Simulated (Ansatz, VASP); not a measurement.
B2SbI3: VASP beside Ansatz

```
CELL_PARAMETERS angstrom
4.79793 0.00000 0.00000
0.00000 4.79793 0.00000
0.00000 0.00000 9.70619
ATOMIC_POSITIONS crystal
B 0.00000 0.50000 0.00000
B 0.50000 0.00000 0.00000
Sb 0.00000 0.00000 0.50000
I 0.50000 0.50000 0.00000
I 0.00000 0.00000 0.18859
I 0.00000 0.00000 0.81141
```

Alike in both runs: functional PBE; k mesh 8 × 8 × 4; occupations gaussian, width 0.1 eV; no spin polarisation.

Ansatz relaxed the structure, and its values are those at the end. VASP's run is a single point on that final structure, the one shown.

```csv
,VASP,Ansatz
version,VASP 6.6.1,Ansatz 0.2.0
potentials or method,"VASP PAW PBE potentials, release 64 (B, Sb, I), cutoff 520 eV","scalar-relativistic, plane waves, PAW"
valence electrons in the cell,32,72
```

|  | VASP | Ansatz | Ansatz less VASP |
| --- | --- | --- | --- |
| gap on the k mesh at the Fermi level (eV) | none | none | - |
| pressure (GPa) | 0.0 | 0.0 | +0.04 |

A gap of «none» marks a metal or a gap that the smearing closes. VASP's potentials hold 32 valence electrons a cell and Ansatz's 72, so a difference there can come from the potentials and not from the codes.

Neither program's run includes spin-orbit coupling.
